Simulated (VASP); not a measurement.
# BaZrO3 (Pm-3m) in VASP: a series of runs, part 2 of 2

VASP 6.6.1.

## 3. Single point, r2SCAN (volume scaled by 1.06)

Contents of POSCAR:

```
BaZrO3
1.0
    4.2876513261      0.0000000000      0.0000000000
    0.0000000000      4.2876513261      0.0000000000
    0.0000000000      0.0000000000      4.2876513261
Ba Zr O
1 1 3
Direct
    0.0000000000      0.0000000000      0.0000000000
    0.5000000000      0.5000000000      0.5000000000
    0.0000000000      0.5000000000      0.5000000000
    0.5000000000      0.0000000000      0.5000000000
    0.5000000000      0.5000000000      0.0000000000
```

Contents of INCAR.step1:

```
SYSTEM = BaZrO3
PREC = Accurate
ENCUT = 520
ISMEAR = 0
SIGMA = 0.02
LREAL = .False.
LASPH = .True.
NELM = 100
NBANDS = 28
GGA = PE
ALGO = Normal
EDIFF = 1E-4
LWAVE = .True.
LCHARG = .False.
```

Contents of INCAR.step2:

```
SYSTEM = BaZrO3
PREC = Accurate
ENCUT = 520
EDIFF = 1E-6
ISMEAR = 0
SIGMA = 0.02
LREAL = .False.
LASPH = .True.
NELM = 100
ALGO = Normal
ISIF = 2
LWAVE = .False.
LCHARG = .False.
METAGGA = R2SCAN
LMIXTAU = .True.
NBANDS = 28
ISTART = 1
```

Contents of KPOINTS:

```
Automatic mesh
0
Gamma
  6 6 6
  0 0 0
```

Potentials or basis: VASP PAW PBE potentials, release 64 (Ba_sv, Zr_sv, O).

Run with:

```bash
$ cat potpaw_PBE.64/Ba_sv/POTCAR potpaw_PBE.64/Zr_sv/POTCAR potpaw_PBE.64/O/POTCAR > POTCAR
$ cp INCAR.step1 INCAR
$ mpirun -np 1 vasp_std > vasp.out
$ cp INCAR.step2 INCAR
$ mpirun -np 1 vasp_std > vasp.out
```

OUTCAR:

```text
SYSTEM = BaZrO3
   PREC = Accurate
   ENCUT = 520
   EDIFF = 1E-6
   ISMEAR = 0
   LREAL = .False.
   LASPH = .True.
   NELM = 100
   ISIF = 2
   METAGGA = R2SCAN
   ISTART = 1

 ion  position               nearest neighbor table
   1  0.000  0.000  0.000-   3 3.03   4 3.03   5 3.03   3 3.03   4 3.03   3 3.03   5 3.03   3 3.03
                             4 3.03   5 3.03   4 3.03   5 3.03   2 3.71   2 3.71   2 3.71   2 3.71
   2  0.500  0.500  0.500-   3 2.14   4 2.14   5 2.14   5 2.14   4 2.14   3 2.14   1 3.71   1 3.71
                             1 3.71   1 3.71   1 3.71   1 3.71   1 3.71   1 3.71
   3  0.000  0.500  0.500-   2 2.14   2 2.14   1 3.03   1 3.03   1 3.03   1 3.03
   4  0.500  0.000  0.500-   2 2.14   2 2.14   1 3.03   1 3.03   1 3.03   1 3.03
   5  0.500  0.500  0.000-   2 2.14   2 2.14   1 3.03   1 3.03   1 3.03   1 3.03

  LATTYP: Found a simple cubic cell.
 ALAT       =     4.2876513261

  Lattice vectors:

 A1 = (   4.2876513261,   0.0000000000,   0.0000000000)
 A2 = (   0.0000000000,   4.2876513261,   0.0000000000)
 A3 = (   0.0000000000,   0.0000000000,   4.2876513261)

Analysis of symmetry for initial positions (statically):
=====================================================================
 Subroutine PRICEL returns:
 Original cell was already a primitive cell.

 Routine SETGRP: Setting up the symmetry group for a
 simple cubic supercell.

 Subroutine GETGRP returns: Found 48 space group operations
 (whereof 48 operations were pure point group operations)
 out of a pool of 48 trial point group operations.

The static configuration has the point symmetry O_h .

Analysis of symmetry for dynamics (positions and initial velocities):
=====================================================================
 Subroutine PRICEL returns:
 Original cell was already a primitive cell.

 Routine SETGRP: Setting up the symmetry group for a
 simple cubic supercell.

 Subroutine GETGRP returns: Found 48 space group operations
 (whereof 48 operations were pure point group operations)
 out of a pool of 48 trial point group operations.

The dynamic configuration has the point symmetry O_h .

 Subroutine INISYM returns: Found 48 space group operations
 (whereof 48 operations are pure point group operations),
 and found     1 'primitive' translations

----------------------------------------------------------------------------------------

                                     Primitive cell

  volume of cell :      78.8240

  direct lattice vectors                    reciprocal lattice vectors
     4.287651326  0.000000000  0.000000000     0.233227920  0.000000000  0.000000000
     0.000000000  4.287651326  0.000000000     0.000000000  0.233227920  0.000000000
     0.000000000  0.000000000  4.287651326     0.000000000  0.000000000  0.233227920

  length of vectors
     4.287651326  4.287651326  4.287651326     0.233227920  0.233227920  0.233227920

  position of ions in fractional coordinates (direct lattice)
     0.000000000  0.000000000  0.000000000
     0.500000000  0.500000000  0.500000000
     0.000000000  0.500000000  0.500000000
     0.500000000  0.000000000  0.500000000
     0.500000000  0.500000000  0.000000000

  ion indices of the primitive-cell ions
   primitive index   ion index
                 1           1
                 2           2
[... 31 lines left out ...]
            Coordinates               Weight
  0.000000  0.000000  0.000000      1.000000
  0.166667  0.000000  0.000000      6.000000
  0.333333  0.000000  0.000000      6.000000
  0.500000  0.000000  0.000000      3.000000
  0.166667  0.166667  0.000000     12.000000
  0.333333  0.166667  0.000000     24.000000
[... 12 lines left out ...]
  0.500000  0.500000  0.333333      6.000000
  0.500000  0.500000  0.500000      1.000000
   k-points           NKPTS =     20   k-points in BZ     NKDIM =     20   number of bands    NBANDS=     28
   number of dos      NEDOS =    301   number of ions     NIONS =      5
   total plane-waves  NPLWV =  32768
   dimension x,y,z NGX =    32 NGY =   32 NGZ =   32
   dimension x,y,z NGXF=    64 NGYF=   64 NGZF=   64
   ions per type =               1   1   3
   NGX,Y,Z   is equivalent  to a cutoff of  12.41, 12.41, 12.41 a.u.
   NGXF,Y,Z  is equivalent  to a cutoff of  24.81, 24.81, 24.81 a.u.
 SYSTEM =  BaZrO3
   PREC   = accura    normal or accurate (medium, high low for compatibility)
   ISTART =      1    job   : 0-new  1-cont  2-samecut
   ICHARG =      0    charge: 1-file 2-atom 10-const
   ISPIN  =      1    spin polarized calculation?
   LNONCOLLINEAR =      F non collinear calculations
   LSORBIT =      F    spin-orbit coupling
   LASPH  =      T    aspherical Exc in radial PAW
   ENCUT  =  520.0 eV  38.22 Ry    6.18 a.u.   7.97  7.97  7.97*2*pi/ulx,y,z
   NELM   =    100;   NELMIN=  2; NELMDL=  0     # of ELM steps
   EDIFF  = 0.1E-05   stopping-criterion for ELM
   LREAL  =      F    real-space projection
   EDIFFG = 0.1E-04   stopping-criterion for IOM
   NSW    =      0    number of steps for IOM
   IBRION =     -1    ionic relax: 0-MD 1-quasi-New 2-CG
   NFREE  =      0    steps in history (QN), initial steepest desc. (CG)
   ISIF   =      2    stress and relaxation
   ISYM   =      2    0-nonsym 1-usesym 2-fastsym
   POTIM  = 0.5000    time-step for ionic-motion
   TEBEG  =    0.0;   TEEND  =   0.0 temperature during run
   PSTRESS=    0.0 pullay stress
   NELECT =      40.0000    total number of electrons
   NUPDOWN=      -1.0000    fix difference up-down
   EMIN   =  10.00;   EMAX   =-10.00  energy-range for DOS
   EFERMI =   0.00;   METHOD = LEGACY
   ISMEAR =     0;   SIGMA  =   0.02  broadening in eV -4-tet -1-fermi 0-gaus
   EFERMI_NEDOS =   21; number of points for ismear=-14 and -15
   IALGO  =     38    algorithm
   IMIX   =      4    mixing-type and parameters
     AMIX     =   0.40;   BMIX     =  1.00
     AMIX_MAG =   1.60;   BMIX_MAG =  1.00
  volume/ion in A,a.u.               =      15.76       106.39
  Fermi-wavevector in a.u.,A,eV,Ry     =   1.305796  2.467597 23.199341  1.705103
  Thomas-Fermi vector in A             =   2.436641
   LORBIT       =      0    0 simple, 1 ext, 2 COOP (PROOUT), +10 PAW based schemes
   METAGGA = R2SCAN    functional components
   LHFCALC =     F    Hartree Fock is set to
   AEXX    =    0.0000 exact exchange contribution
   IVDW    =     0    specifies the selected vdW correction
   LEPSILON=     F    determine dielectric tensor
   LRPA    =     F    only Hartree local field effects (RPA)
 non-spin polarized calculation
 Gauss-broadening in eV      SIGMA  =   0.02
  energy-cutoff  :      520.00
  volume of cell :       78.82
 maximum number of plane-waves:      2176
 NGX is ok and might be reduce to    32
   NGX = 15   NGY = 15   NGZ = 15

 number of electron      39.9999978 magnetization

 Free energy of the ion-electron system (eV)
  ---------------------------------------------------
  ext. energy  EPLUGINS =         0.00000000
  ---------------------------------------------------
  free energy    TOTEN  =       -85.01215801 eV

  energy without entropy =      -85.01215801  energy(sigma->0) =      -85.01215801

 E-fermi :   3.1936     XC(G=0): -11.0238

 val. band max:        3.0159531627   @ k =   0.5000   0.5000   0.5000
 cond. band min:       6.5433955980   @ k =   0.0000   0.0000   0.0000
 fundamental gap:      3.5274424352
 Fermi energy:         3.1936094393

 k-point     1 :       0.0000    0.0000    0.0000
  band No.  band energies     occupation
      1     -45.9444      2.00000
      2     -23.2997      2.00000
      3     -23.2997      2.00000
      4     -23.2997      2.00000
      5     -23.2039      2.00000
      6     -14.2060      2.00000
[... 609 lines left out ...]
     27      12.3109      0.00000
     28      12.3109      0.00000

------------------------ aborting loop because EDIFF is reached ----------------------------------------

  FORCE on cell =-STRESS in cart. coord.  units (eV):
  Direction    XX          YY          ZZ          XY          YZ          ZX
  --------------------------------------------------------------------------------------
  -------------------------------------------------------------------------------------
  Total       -3.7340259     -3.7340259     -3.7340259     -0.0000000      0.0000000     -0.0000000
  in kB      -75.8978595    -75.8978595    -75.8978595     -0.0000000      0.0000000     -0.0000000
  external PRESSURE =     -75.8978595 kB  Pullay stress =       0.0000000 kB

 VOLUME and BASIS-vectors are now :
 -----------------------------------------------------------------------------
  energy-cutoff  :      520.00
  volume of cell :       78.82
      direct lattice vectors                 reciprocal lattice vectors
     4.287651326  0.000000000  0.000000000     0.233227920  0.000000000  0.000000000
     0.000000000  4.287651326  0.000000000     0.000000000  0.233227920  0.000000000
     0.000000000  0.000000000  4.287651326     0.000000000  0.000000000  0.233227920

 POSITION                                       TOTAL-FORCE (eV/Angst)
 -----------------------------------------------------------------------------------
      0.00000      0.00000      0.00000         0.000000      0.000000      0.000000
      2.14383      2.14383      2.14383         0.000000      0.000000      0.000000
      0.00000      2.14383      2.14383         0.000000      0.000000      0.000000
      2.14383      0.00000      2.14383         0.000000      0.000000      0.000000
      2.14383      2.14383      0.00000         0.000000      0.000000      0.000000
 -----------------------------------------------------------------------------------
    total drift:                                0.000000     -0.000000     -0.000000

  FREE ENERGIE OF THE ION-ELECTRON SYSTEM (eV)
  ---------------------------------------------------
  free  energy   TOTEN  =       -85.0121580063 eV

  energy  without entropy=      -85.0121580063  energy(sigma->0) =      -85.01215801
```

Wall time 1.7 min (1 thread of Intel Xeon 6975P-C, shared host); peak memory 0.21 GiB.

Results:

| Property | Result |
| --- | --- |
| Free energy | -85.0122 eV |
| Pressure | -7.6 GPa |
| Band gap on the k mesh | 3.53 eV, indirect (least direct gap 3.83 eV) |

Caveat: the cell differs from its parent crystal (volume scaled by 1.06); the PAW data sets were made with another functional, which shifts forces and pressure a little; spin-orbit coupling is left out, which moves the levels of the heavy elements. A k mesh can miss the band edges.

## 4. Single point, r2SCAN (volume scaled by 1.10)

POSCAR, as its differences from that of step 3:

```diff
@@ -2,5 +2,5 @@
 1.0
-    4.2876513261      0.0000000000      0.0000000000
-    0.0000000000      4.2876513261      0.0000000000
-    0.0000000000      0.0000000000      4.2876513261
+    4.3409195222      0.0000000000      0.0000000000
+    0.0000000000      4.3409195222      0.0000000000
+    0.0000000000      0.0000000000      4.3409195222
 Ba Zr O
```

INCAR.step1 is that of step 3.

INCAR.step2, as its differences from that of step 3:

```diff
@@ -3,3 +3,3 @@
 ENCUT = 520
-EDIFF = 1E-6
+EDIFF = 1E-7
 ISMEAR = 0
```

KPOINTS is that of step 3.

Run with:

```bash
$ cat potpaw_PBE.64/Ba_sv/POTCAR potpaw_PBE.64/Zr_sv/POTCAR potpaw_PBE.64/O/POTCAR > POTCAR
$ cp INCAR.step1 INCAR
$ mpirun -np 1 vasp_std > vasp.out
$ cp INCAR.step2 INCAR
$ mpirun -np 1 vasp_std > vasp.out
```

It took 98 s on 1 thread of Intel Xeon 6975P-C, shared host; peak memory 0.21 GiB.

Results (log left out):

- Free energy: -84.8321 eV
- Pressure: -12.0 GPa
- Band gap on the k mesh: 3.43 eV, indirect (least direct gap 3.76 eV)

Levels at points of the mesh, in eV from the valence-band top:
| k point | band 17 | band 18 | band 19 | band 20 | band 21 | band 22 | band 23 | band 24 |
| --- | --- | --- | --- | --- | --- | --- | --- | --- |
| (0.00, 0.00, 0.00) | -0.87 | -0.33 | -0.33 | -0.33 | 3.43 | 3.43 | 3.43 | 5.00 |
| (0.50, 0.00, 0.00) | -1.58 | -1.43 | -0.59 | -0.59 | 3.77 | 5.51 | 5.51 | 6.56 |
| (0.50, 0.50, 0.00) | -1.04 | -0.94 | -0.94 | -0.06 | 5.50 | 5.50 | 6.31 | 6.46 |
| (0.50, 0.50, 0.50) | -2.46 | 0.00 | 0.00 | 0.00 | 6.20 | 6.20 | 6.20 | 6.62 |

Caveat: the cell differs from its parent crystal (volume scaled by 1.10); the PAW data sets were made with another functional, which shifts forces and pressure a little; spin-orbit coupling is left out, which moves the levels of the heavy elements. A k mesh can miss the band edges.

## 5. Relaxation of cell and atoms, r2SCAN

This run uses another cell than the first one, of 14.73 Å³/atom, 0.961 times its volume.

POSCAR, as its differences from that of step 4:

```diff
@@ -2,5 +2,5 @@
 1.0
-    4.3409195222      0.0000000000      0.0000000000
-    0.0000000000      4.3409195222      0.0000000000
-    0.0000000000      0.0000000000      4.3409195222
+    4.1913400000      0.0000000000      0.0000000000
+    0.0000000000      4.1913400000      0.0000000000
+    0.0000000000      0.0000000000      4.1913400000
 Ba Zr O
```

Contents of INCAR.step1:

```
PREC = Accurate
ENCUT = 600
ISMEAR = 0
SIGMA = 0.02
LREAL = False
LASPH = True
NELM = 80
GGA = PE
ALGO = Normal
EDIFF = 1E-4
LWAVE = True
LCHARG = False
```

Contents of INCAR.step2:

```
PREC = Accurate
ENCUT = 600
EDIFF = 1E-6
ISMEAR = 0
SIGMA = 0.02
LREAL = False
LASPH = True
NELM = 80
ALGO = Normal
ISIF = 3
LWAVE = False
LCHARG = False
METAGGA = R2SCAN
LMIXTAU = True
IBRION = 2
NSW = 100
EDIFFG = -0.005
ISTART = 1
```

Contents of KPOINTS:

```
Automatic mesh
0
Gamma
  6 6 6
```

Run with:

```bash
$ cat potpaw_PBE.64/Ba_sv/POTCAR potpaw_PBE.64/Zr_sv/POTCAR potpaw_PBE.64/O/POTCAR > POTCAR
$ cp INCAR.step1 INCAR
$ mpirun -np 1 vasp_std > vasp.out
$ cp INCAR.step2 INCAR
$ mpirun -np 1 vasp_std > vasp.out
```

Wall time 6.5 min (1 thread of Intel Xeon 6975P-C, shared host); peak memory 0.26 GiB.

It converged, with:

- Free energy: -85.1129 eV
- Relaxed volume: 14.94 Å³/atom
- Relaxed cell: a = 4.212 Å, b = 4.212 Å, c = 4.212 Å, α = 90.00°, β = 90.00°, γ = 90.00°
- Space group after relaxing (to 0.05 Å): Pm-3m (No. 221)
- Energy gained by relaxing: 1.8 meV/atom
- Ionic steps: 4
- Pressure after relaxing: 0.0 GPa
- Band gap on the k mesh: 3.67 eV, indirect (least direct gap 3.93 eV)

The path:
```csv
step,energy change (eV),largest force (eV/Å),pressure (GPa),volume (Å³)
1,0.0000,0.0000,2.57,73.63
2,0.0043,0.0000,-2.93,76.17
3,-0.0088,0.0000,-0.09,74.76
4,-0.0088,0.0000,0.05,74.72
```

Final structure:
```
Ba Zr O
1.0
     4.21191    0.00000    0.00000
     0.00000    4.21191    0.00000
     0.00000    0.00000    4.21191
Ba Zr O
1 1 3
Direct
  0.00000 0.00000 0.00000
  0.50000 0.50000 0.50000
  0.00000 0.50000 0.50000
  0.50000 0.00000 0.50000
  0.50000 0.50000 0.00000
```

Levels at points of the mesh, in eV from the valence-band top:
| k point | band 18 | band 19 | band 20 | band 21 | band 22 | band 23 |
| --- | --- | --- | --- | --- | --- | --- |
| (0.00, 0.00, 0.00) | -0.26 | -0.26 | -0.26 | 3.67 | 3.67 | 3.67 |
| (0.50, 0.00, 0.00) | -1.65 | -0.50 | -0.50 | 4.09 | 6.12 | 6.12 |
| (0.50, 0.50, 0.00) | -0.94 | -0.86 | -0.07 | 6.10 | 6.10 | 6.90 |
| (0.50, 0.50, 0.50) | 0.00 | 0.00 | 0.00 | 6.57 | 6.57 | 6.57 |

Caveat: the PAW data sets were made with another functional, which shifts forces and pressure a little; spin-orbit coupling is left out, which moves the levels of the heavy elements. A k mesh can miss the band edges.

## 6. Overview

| task | cell | cutoff (eV) | gap on the mesh (eV) | pressure (GPa) |
| --- | --- | --- | --- | --- |
| single point | a = 4.247 Å, 5 atoms | 520 | 3.60 | -3.6 |
| single point | a = 4.288 Å, 5 atoms | 520 | 3.53 | -7.6 |
| single point | a = 4.341 Å, 5 atoms | 520 | 3.43 | -12.0 |
| relaxation of cell and atoms | relaxed from a = 4.191 Å, 5 atoms | 600 | 3.67 | 0.0 |

Alike in all rows: level r2SCAN; potentials or basis VASP PAW PBE potentials, release 64 (Ba_sv, Zr_sv, O); no spin polarisation; k mesh 6 × 6 × 6; smearing gaussian 0.02 eV.

Caveats: the PAW data sets were made with another functional, which shifts forces and pressure a little; spin-orbit coupling is left out, which moves the levels of the heavy elements.

Total energies depend on the potentials used, so only differences within one code and one set of settings carry meaning.
